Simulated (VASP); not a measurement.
Wanted: the native input for a VASP 6.6.1 run.

```
Task                   : single point
Functional             : PBEsol
Potentials or basis    : VASP PAW PBE potentials, release 64 (Sn_d, O)
Cutoff                 : 520 eV
k mesh                 : 6 × 6 × 6
Occupations            : gaussian, width 0.01 eV
Spin                   : no spin polarisation
Dipole correction      : no
Further INCAR settings : ALGO = Normal; EDIFF = 1e-06; NBANDS = 20
```

The structure of SnO2 lies in POSCAR:

```
SnO2
1.0
    1.6170930800      0.9336291200      4.8005925800
   -1.6170930800      0.9336291200      4.8005925800
    0.0000000000     -1.8672582400      4.8005925800
Sn O
1 2
Direct
    0.5000000007      0.5000000007      0.5000000007
    0.2402619682      0.2340780323      0.2371700002
    0.7628300005      0.7628300005      0.7628300005
```

The input as run:

INCAR

```
SYSTEM = SnO2
  PREC = Accurate
  ENCUT = 520
  EDIFF = 1E-6
  ISMEAR = 0
  SIGMA = 0.01
  LREAL = .FALSE.
  LASPH = .TRUE.
  NELM = 100
  ALGO = Normal
  ISIF = 2
  LWAVE = .FALSE.
  LCHARG = .FALSE.
  GGA = PS
  NBANDS = 20
```

KPOINTS

```
Automatic mesh
0
G
  6 6 6
  0 0 0
```

Potentials or basis: VASP PAW PBE potentials, release 64 (Sn_d, O).

Launch:

```bash
$ cat potpaw_PBE.64/Sn_d/POTCAR potpaw_PBE.64/O/POTCAR > POTCAR
$ mpirun -np 1 vasp_std > vasp.out
```

It gave:

| Property | Result |
| --- | --- |
| Pressure | -4.6 GPa |
| Largest force | 0.356 eV/Å |
| Band gap on the k mesh | 1.84 eV, indirect (least direct gap 1.97 eV) |

Caveat: the PAW data sets were made with another functional, which shifts forces and pressure a little; spin-orbit coupling is left out, which moves the levels of the heavy elements.

Run time: 4.4 min on 1 thread of AMD EPYC 7R43 64-Core Processor (Zen 3) (shared host), peak memory 0.24 GiB.
